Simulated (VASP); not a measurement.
## Al: single point with PBE

Al:

```xyz
1
Lattice="0.0405 2.0248 2.0248 2.0248 0.0405 2.0248 2.0653 2.0653 0.0000" Properties=species:S:1:pos:R:3 pbc="T T T"
Al    0.0000    0.0000    0.0000
```

| Quantity | Value |
| --- | --- |
| Program | VASP 6.6.1 |
| Task | single point |
| Functional | PBE |
| Potentials or basis | VASP PAW PBE potentials, release 64 (Al) |
| Cutoff | 520 eV |
| k mesh | 10 × 10 × 10 |
| Occupations | fermi-dirac, width 0.05 eV |
| Spin | no spin polarisation |

The pressure is -0.4 GPa.

Stress tensor (GPa, compression positive):
```
 0.13 -0.58  0.00
-0.58  0.13  0.00
 0.00  0.00 -1.44
```

Levels at points of the mesh, in eV from the Fermi level:
```tsv
k point	band 1	band 2	band 3	band 4	band 5
(0.00, 0.00, 0.00)	-11.19	11.88	12.45	13.13	13.27
(0.50, 0.00, 0.00)	-4.56	-4.22	10.78	10.80	11.05
(0.50, 0.50, 0.00)	-3.01	-1.70	4.77	5.07	6.21
(0.00, 0.00, 0.50)	-4.77	-4.71	11.21	11.37	11.77
(0.50, 0.00, 0.50)	-3.00	-1.69	5.16	5.48	5.48
```

Wall time 11 s on 1 thread of AMD EPYC 9R45 96-Core Processor (Zen 5), on a shared host, peak memory 0.11 GiB.
